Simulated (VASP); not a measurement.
# Tc12Au in VASP: single point with PBE+D3(BJ)

Aim: the single point of Tc12Au with PBE+D3(BJ).

Program: VASP 6.6.1. These are calculated values, not measurements. Logs are shortened: lines on timing, memory, paths and dates and some standing lists are left out, and cuts for length are marked.

## (1) The cell of the first run

The cell holds a slab with vacuum, 13 atoms: a = 5.480 Å, b = 5.480 Å, c = 15.395 Å, α = 90.00°, β = 90.00°, γ = 60.00°.

## (2) Single point, PBE+D3(BJ)

INCAR reads:

```
PREC = Accurate
ENCUT = 520
EDIFF = 1E-6
ISMEAR = -1
SIGMA = 0.05
LREAL = False
LASPH = True
NELM = 100
ALGO = Normal
ISIF = 2
LWAVE = False
LCHARG = False
GGA = PE
IVDW = 12
NBANDS = 96
```

KPOINTS reads:

```
Automatic mesh
0
Gamma
  4 4 1
```

POSCAR reads:

```
Tc12Au
1.0
    5.4800000000      0.0000000000      0.0000000000
    2.7400000000      4.7458190000      0.0000000000
    0.0000000000      0.0000000000     15.3949600000
Tc Au
12 1
Direct
    0.0000000000      0.0000000000      0.0649563234
    0.5000000000      0.0000000000      0.0649563234
   -0.0000000527      0.5000001054      0.0649563234
    0.4999999473      0.5000001054      0.0649563234
   -0.1640824156      0.3282286998      0.1978252623
    0.3337629431      0.3324836029      0.2025456383
   -0.1659196140      0.8314257244      0.2028674319
    0.3344434163      0.8313960140      0.2028560646
    0.0032266402     -0.0074872219      0.3413378145
    0.4974525490      0.0040372378      0.3385485250
   -0.0057190791      0.4970764793      0.3393813300
    0.5079947434      0.4969736520      0.3393753540
    0.1914792284      0.6171021272      0.4844345162
```

Potentials or basis: VASP PAW PBE potentials, release 64 (Tc_pv, Au).

Started as:

```bash
> cat potpaw_PBE.64/Tc_pv/POTCAR potpaw_PBE.64/Au/POTCAR > POTCAR
> mpirun -np 1 vasp_std > vasp.out
```

OUTCAR:

```text
PREC = Accurate
   ENCUT = 520
   EDIFF = 1E-6
   ISMEAR = -1
   LREAL = False
   LASPH = True
   NELM = 100
   ISIF = 2
   GGA = PE
   IVDW = 12
 IVDW          = 12

 ion  position               nearest neighbor table
   1  0.000  0.000  0.065-   5 2.57   8 2.65   7 2.65   4 2.74   3 2.74   2 2.74   2 2.74   3 2.74
                             4 2.74
   2  0.500  0.000  0.065-   6 2.64   7 2.65   8 2.65   3 2.74   4 2.74   1 2.74   1 2.74   4 2.74
                             3 2.74
   3  1.000  0.500  0.065-   5 2.59   7 2.64   6 2.64   2 2.74   1 2.74   4 2.74   4 2.74   1 2.74
                             2 2.74
   4  0.500  0.500  0.065-   5 2.59   8 2.64   6 2.64   1 2.74   2 2.74   3 2.74   3 2.74   2 2.74
                             1 2.74
   5  0.836  0.328  0.198-   1 2.57   3 2.59   4 2.59  11 2.68  12 2.68   9 2.72   8 2.73   7 2.73
                             6 2.74   6 2.74   7 2.75   8 2.75
   6  0.334  0.332  0.203-  10 2.61   2 2.64   4 2.64   3 2.64  12 2.65  11 2.65   8 2.74   7 2.74
                             5 2.74   5 2.74   7 2.74   8 2.74
   7  0.834  0.831  0.203-  10 2.63  11 2.63   3 2.64   9 2.65   2 2.65   1 2.65   5 2.73   6 2.74
                             8 2.74   8 2.74   6 2.74   5 2.75
   8  0.334  0.831  0.203-  10 2.63  12 2.63   4 2.64   9 2.65   2 2.65   1 2.65   5 2.73   6 2.74
                             7 2.74   7 2.74   6 2.74   5 2.75
   9  0.003  0.993  0.341-   7 2.65   8 2.65   5 2.72  12 2.74  11 2.74  10 2.74  10 2.74  11 2.74
                            12 2.74  13 2.83
  10  0.497  0.004  0.339-   6 2.61   8 2.63   7 2.63  11 2.73  12 2.73   9 2.74   9 2.74  12 2.75
                            11 2.75
  11  0.994  0.497  0.339-   7 2.63   6 2.65  12 2.67   5 2.68  13 2.70  10 2.73   9 2.74   9 2.74
                            10 2.75  12 2.81
  12  0.508  0.497  0.339-   8 2.63   6 2.65  11 2.67   5 2.68  13 2.70  10 2.73   9 2.74   9 2.74
                            10 2.75  11 2.81
  13  0.191  0.617  0.484-  12 2.70  11 2.70   9 2.83

  LATTYP: Found a hexagonal cell.
 ALAT       =     5.4799998158
 C/A-ratio  =     2.8092993645

  Lattice vectors:

 A1 = (  -2.7400000000,  -4.7458190000,   0.0000000000)
 A2 = (   5.4800000000,   0.0000000000,   0.0000000000)
 A3 = (   0.0000000000,   0.0000000000,  15.3949600000)

Analysis of symmetry for initial positions (statically):
=====================================================================
 Subroutine PRICEL returns:
 Original cell was already a primitive cell.

 Routine SETGRP: Setting up the symmetry group for a
 hexagonal supercell.

 Subroutine GETGRP returns: Found  1 space group operations
 (whereof  1 operations were pure point group operations)
 out of a pool of 24 trial point group operations.

The static configuration has the point symmetry C_1 .

Analysis of symmetry for dynamics (positions and initial velocities):
=====================================================================
 Subroutine PRICEL returns:
 Original cell was already a primitive cell.

 Routine SETGRP: Setting up the symmetry group for a
 hexagonal supercell.

 Subroutine GETGRP returns: Found  1 space group operations
 (whereof  1 operations were pure point group operations)
 out of a pool of 24 trial point group operations.

The dynamic configuration has the point symmetry C_1 .

 Subroutine INISYM returns: Found  1 space group operations
 (whereof  1 operations are pure point group operations),
 and found     1 'primitive' translations

----------------------------------------------------------------------------------------

                                     Primitive cell

  volume of cell :     400.3781

  direct lattice vectors                    reciprocal lattice vectors
     5.480000000  0.000000000  0.000000000     0.182481752 -0.105355893  0.000000000
     2.740000000  4.745819000  0.000000000     0.000000000  0.210711787  0.000000000
     0.000000000  0.000000000 15.394960000     0.000000000  0.000000000  0.064956323

  length of vectors
     5.480000000  5.479999816 15.394960000     0.210711779  0.210711787  0.064956323

  position of ions in fractional coordinates (direct lattice)
     0.000000000  0.000000000  0.064956323
     0.500000000  0.000000000  0.064956323
     0.999999947  0.500000105  0.064956323
     0.499999947  0.500000105  0.064956323
     0.835917584  0.328228700  0.197825262
     0.333762943  0.332483603  0.202545638
     0.834080386  0.831425724  0.202867432
     0.334443416  0.831396014  0.202856065
     0.003226640  0.992512778  0.341337815
[... 40 lines left out ...]
     0.000000000  0.000000000  0.000000000

 Subroutine IBZKPT returns following result:
 ===========================================

 Found     10 irreducible k-points:

 Following reciprocal coordinates:
            Coordinates               Weight
  0.000000  0.000000  0.000000      1.000000
  0.250000  0.000000  0.000000      2.000000
  0.250000  0.250000  0.000000      2.000000
  0.000000  0.250000  0.000000      2.000000
  0.500000  0.000000  0.000000      1.000000
  0.500000  0.500000  0.000000      1.000000
  0.000000  0.500000  0.000000      1.000000
  0.500000  0.250000  0.000000      2.000000
  0.250000  0.500000  0.000000      2.000000
 -0.250000  0.250000  0.000000      2.000000
   k-points           NKPTS =     10   k-points in BZ     NKDIM =     10   number of bands    NBANDS=     96
   number of dos      NEDOS =    301   number of ions     NIONS =     13
   total plane-waves  NPLWV = 211680
   dimension x,y,z NGX =    42 NGY =   42 NGZ =  120
   dimension x,y,z NGXF=    84 NGYF=   84 NGZF=  240
   ions per type =              12   1
   NGX,Y,Z   is equivalent  to a cutoff of  12.74, 12.74, 12.96 a.u.
   NGXF,Y,Z  is equivalent  to a cutoff of  25.48, 25.48, 25.92 a.u.
 SYSTEM =  unknown system
   PREC   = accura    normal or accurate (medium, high low for compatibility)
   ISTART =      0    job   : 0-new  1-cont  2-samecut
   ICHARG =      2    charge: 1-file 2-atom 10-const
   ISPIN  =      1    spin polarized calculation?
   LNONCOLLINEAR =      F non collinear calculations
   LSORBIT =      F    spin-orbit coupling
   LASPH  =      T    aspherical Exc in radial PAW
   ENCUT  =  520.0 eV  38.22 Ry    6.18 a.u.  10.19 10.19 28.62*2*pi/ulx,y,z
   NELM   =    100;   NELMIN=  2; NELMDL= -5     # of ELM steps
   EDIFF  = 0.1E-05   stopping-criterion for ELM
   LREAL  =      F    real-space projection
   EDIFFG = 0.1E-04   stopping-criterion for IOM
   NSW    =      0    number of steps for IOM
   IBRION =     -1    ionic relax: 0-MD 1-quasi-New 2-CG
   NFREE  =      0    steps in history (QN), initial steepest desc. (CG)
   ISIF   =      2    stress and relaxation
   ISYM   =      2    0-nonsym 1-usesym 2-fastsym
   POTIM  = 0.5000    time-step for ionic-motion
   TEBEG  =    0.0;   TEEND  =   0.0 temperature during run
   PSTRESS=    0.0 pullay stress
   NELECT =     167.0000    total number of electrons
   NUPDOWN=      -1.0000    fix difference up-down
   EMIN   =  10.00;   EMAX   =-10.00  energy-range for DOS
   EFERMI =   0.00;   METHOD = LEGACY
   ISMEAR =    -1;   SIGMA  =   0.05  broadening in eV -4-tet -1-fermi 0-gaus
   EFERMI_NEDOS =   21; number of points for ismear=-14 and -15
   IALGO  =     38    algorithm
   IMIX   =      4    mixing-type and parameters
     AMIX     =   0.40;   BMIX     =  1.00
     AMIX_MAG =   1.60;   BMIX_MAG =  1.00
  volume/ion in A,a.u.               =      30.80       207.84
  Fermi-wavevector in a.u.,A,eV,Ry     =   1.223180  2.311474 20.356605  1.496168
  Thomas-Fermi vector in A             =   2.358300
   LORBIT       =      0    0 simple, 1 ext, 2 COOP (PROOUT), +10 PAW based schemes
   GGA     = PE    functional components
   LHFCALC =     F    Hartree Fock is set to
   AEXX    =    0.0000 exact exchange contribution
   IVDW    =    12    specifies the selected vdW correction
   LEPSILON=     F    determine dielectric tensor
   LRPA    =     F    only Hartree local field effects (RPA)
 non-spin polarized calculation
  energy-cutoff  :      520.00
  volume of cell :      400.38
 maximum number of plane-waves:     10804
 NGX is ok and might be reduce to    42
   NGX = 21   NGY = 21   NGZ = 57

 number of electron     167.0000019 magnetization

 Free energy of the ion-electron system (eV)
  ---------------------------------------------------
  ext. energy  EPLUGINS =         0.00000000
  ---------------------------------------------------
  free energy    TOTEN  =      -119.48586978 eV

  energy without entropy =     -119.36337964  energy(sigma->0) =     -119.42462471

 E-fermi :   3.5959     XC(G=0):  -7.7816

 val. band max:        3.5698061254   @ k =   0.5000   0.2500   0.0000
 cond. band min:       3.6364369836   @ k =   0.2500   0.5000   0.0000
 fundamental gap:      0.0666308582
 Fermi energy:         3.5958603548

 k-point     1 :       0.0000    0.0000    0.0000
  band No.  band energies     occupation
      1     -35.9509      2.00000
      2     -35.9253      2.00000
      3     -35.9124      2.00000
      4     -35.9105      2.00000
      5     -35.8932      2.00000
      6     -35.8680      2.00000
[... 969 lines left out ...]
     94       5.1440      0.00000
     95       5.2434      0.00000
 [bands above 95 left out]

------------------------ aborting loop because EDIFF is reached ----------------------------------------

 Edisp (eV)   -5.64942

 E8    (eV) :    -2.7186

  FORCE on cell =-STRESS in cart. coord.  units (eV):
  Direction    XX          YY          ZZ          XY          YZ          ZX
  --------------------------------------------------------------------------------------
  -------------------------------------------------------------------------------------
  Total     -12.45356   -12.53846    -1.14731     0.00447     0.66563     0.06203
  in kB     -49.83494   -50.17469    -4.59114     0.01788     2.66365     0.24821
  external pressure =      -34.87 kB  Pullay stress =        0.00 kB

 VOLUME and BASIS-vectors are now :
 -----------------------------------------------------------------------------
  energy-cutoff  :      520.00
  volume of cell :      400.38
      direct lattice vectors                 reciprocal lattice vectors
     5.480000000  0.000000000  0.000000000     0.182481752 -0.105355893  0.000000000
     2.740000000  4.745819000  0.000000000     0.000000000  0.210711787  0.000000000
     0.000000000  0.000000000 15.394960000     0.000000000  0.000000000  0.064956323

 POSITION                                       TOTAL-FORCE (eV/Angst)
 -----------------------------------------------------------------------------------
      0.00000      0.00000      1.00000        -0.003337     -0.120510     -0.035097
      2.74000      0.00000      1.00000        -0.002528      0.011565      0.151207
      6.85000      2.37291      1.00000         0.045742      0.002732      0.016410
      4.11000      2.37291      1.00000        -0.051284      0.002526      0.015999
      5.48017      1.55771      3.04551        -0.003027      0.009098     -0.010743
      2.74003      1.57791      3.11818        -0.002150     -0.001187     -0.000003
      6.84887      3.94580      3.12314        -0.002218      0.001757     -0.001048
      4.11077      3.94565      3.12296        -0.001728      0.002366      0.001217
      2.73717      4.71029      5.25488         0.006203      0.002579     -0.027793
      2.73710      0.01916      5.21194         0.006494     -0.013133     -0.039499
      6.81065      2.35903      5.22476         0.017987     -0.004564     -0.027538
      4.14552      2.35855      5.22467        -0.007558     -0.006791     -0.030094
      2.74017      2.92866      7.45785        -0.002594      0.113561     -0.013018
 -----------------------------------------------------------------------------------
    total drift:                               -0.000067      0.001045     -0.000480

  FREE ENERGIE OF THE ION-ELECTRON SYSTEM (eV)
  ---------------------------------------------------
  free  energy   TOTEN  =      -125.1352922604 eV

  energy  without entropy=     -125.0128021202  energy(sigma->0) =     -125.07404719
```

It took 11 min on 1 thread of Intel Xeon Platinum 8488C (Sapphire Rapids), shared host; peak memory 0.6 GiB.

Results:

| Item | Value |
| --- | --- |
| Free energy | -125.1353 eV |
| Largest force | 0.152 eV/Å |
| Band gap on the k mesh | zero (an odd number of electrons rules out a gap without spin polarisation) |
| Dispersion energy per atom | -0.435 eV |

Forces in eV/Å, atoms in the order of the input:
```
Tc  -0.003 -0.121 -0.035
Tc  -0.003  0.012  0.151
Tc   0.046  0.003  0.016
Tc  -0.051  0.003  0.016
Tc  -0.003  0.009 -0.011
Tc  -0.002 -0.001  0.000
Tc  -0.002  0.002 -0.001
Tc  -0.002  0.002  0.001
Tc   0.006  0.003 -0.028
Tc   0.006 -0.013 -0.039
Tc   0.018 -0.005 -0.028
Tc  -0.008 -0.007 -0.030
Au  -0.003  0.114 -0.013
```

Caveat: there is no dipole correction, which matters where the two faces differ; spin-orbit coupling is left out, which moves the levels of the heavy elements.

The gap in the log of VASP goes by the Fermi energy; the results here count the filled bands.